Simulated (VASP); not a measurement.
A run of VASP 6.6.1:

POSCAR

```
SrTl
1.0
    3.8304000000      0.0000000000      0.0000000000
    0.0000000000      3.8304000000      0.0000000000
    0.0000000000      0.0000000000      4.0320000000
Sr Tl
1 1
Direct
    0.0000000000      0.0000000000      0.0000000000
    0.5000000000      0.5000000000      0.5000000000
```

The input INCAR.step1:

```
SYSTEM = SrTl
PREC = Accurate
ENCUT = 520
ISMEAR = 0
SIGMA = 0.15
LREAL = .False.
LASPH = .True.
NELM = 80
NBANDS = 18
GGA = PE
ALGO = Normal
EDIFF = 1E-4
LWAVE = .True.
LCHARG = .False.
```

The input INCAR.step2:

```
SYSTEM = SrTl
PREC = Accurate
ENCUT = 520
EDIFF = 1E-6
ISMEAR = 0
SIGMA = 0.15
LREAL = .False.
LASPH = .True.
NELM = 80
ALGO = Normal
ISIF = 2
LWAVE = .False.
LCHARG = .True.
METAGGA = R2SCAN
LMIXTAU = .True.
LELF = .True.
LVHAR = .True.
NBANDS = 18
ISTART = 1
```

Contents of KPOINTS:

```
Automatic mesh
0
Gamma
  12 12 12
  0 0 0
```

Potentials or basis: VASP PAW PBE potentials, release 64 (Sr_sv, Tl_d).

The run is started by

```sh
$ cat potpaw_PBE.64/Sr_sv/POTCAR potpaw_PBE.64/Tl_d/POTCAR > POTCAR
$ cp INCAR.step1 INCAR
$ mpirun -np 1 vasp_std > vasp.out
$ cp INCAR.step2 INCAR
$ mpirun -np 1 vasp_std > vasp.out
```

Hardware: 1 thread of Intel Xeon 8259CL, with other jobs on the host.

Question: Estimate the wall time of this run.

Answer: Wall time 15 min on 1 thread of Intel Xeon 8259CL (shared host), peak memory 0.35 GiB. Counts: k points 196.
